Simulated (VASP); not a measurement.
A run of VASP 6.6.1 is set up as follows.

The input INCAR:

```
PREC = Accurate
ENCUT = 520
EDIFF = 1E-6
ISMEAR = -1
SIGMA = 0.05
LREAL = F
LASPH = T
NELM = 100
ALGO = Normal
ISIF = 2
LWAVE = F
LCHARG = F
GGA = PS
NBANDS = 33
```

Contents of KPOINTS:

```
regular mesh
0
Gamma
  6 6 9
```

POSCAR

```
TiO2
1.0
    4.5998373239      0.0000000000      0.0000000000
    0.0000000000      4.5998373239      0.0000000000
    0.0000000000      0.0000000000      2.9592135600
Ti O
2 4
Direct
    0.0000000000      0.0000000000      0.5000000000
    0.5000000000      0.5000000000      0.0000000000
    0.3043213200      0.3043213200      0.5000000000
    0.1956786800      0.8043213200      0.0000000000
    0.8043213200      0.1956786800      0.0000000000
    0.6956786800      0.6956786800      0.5000000000
```

Potentials or basis: VASP PAW PBE potentials, release 64 (Ti_sv, O).

Launch:

```sh
$ cat potpaw_PBE.64/Ti_sv/POTCAR potpaw_PBE.64/O/POTCAR > POTCAR
$ mpirun -np 1 vasp_std > vasp.out
```

Problem. What does it give for the pressure?

Solution. -2.2 GPa.

Problem. What does it give for the band gap on the k mesh?

Solution. 1.80 eV, direct.

Problem. What does it give for the largest force?

Solution. 0.046 eV/Å.

Forces in eV/Å, atoms in the order of the input:
```
Ti   0.000  0.000  0.000
Ti   0.000  0.000  0.000
O    0.033  0.033  0.000
O   -0.033  0.033  0.000
O    0.033 -0.033  0.000
O   -0.033 -0.033  0.000
```

Caveat: the PAW data sets were made with another functional, which shifts forces and pressure a little. A k mesh can miss the band edges.
